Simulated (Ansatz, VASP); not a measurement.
# One calculation of BiPt, two programs

```xyz
4
Lattice="4.2287 0.0000 0.0000 -2.1144 3.6622 0.0000 0.0000 0.0000 5.4900" Properties=species:S:1:pos:R:3 pbc="T T T"
Bi    0.0000    2.4414    1.3725
Bi    2.1144    1.2207    4.1175
Pt    0.0000    0.0000    0.0000
Pt    0.0000    0.0000    2.7450
```

Change from the starting cell: equal xx and yy strain of -2 %, crystal datasets.

Alike in both runs: task electric field gradients; functional LDA; k mesh 9 × 9 × 6; occupations fermi-dirac, width 0.05 eV; no spin polarisation.

|  | VASP | Ansatz |
| --- | --- | --- |
| version | VASP 6.6.1 | Ansatz 0.2.0 |
| potentials or method | VASP PAW LDA potentials, release 64 (Bi_d, Pt), cutoff 520 eV | all-electron PAW with datasets made for the crystal, scalar-relativistic |

VASP gave:

- pressure (GPa): 5.9
- traceless stress, the component that is largest in VASP (GPa): -1.79
- size of Vzz on the site where it differs most (V/Å²): 157.9

What did Ansatz give for the same quantities?

Pressure (GPa): 5.5; traceless stress, the component that is largest in VASP (GPa): -1.91; size of Vzz on the site where it differs most (V/Å²): 101.9.

LDA's correlation is that of Perdew and Zunger in VASP and of Perdew and Wang (1992) in Ansatz. Ansatz ran all-electron here, and VASP with PAW potentials.

Spin-orbit coupling is off throughout.
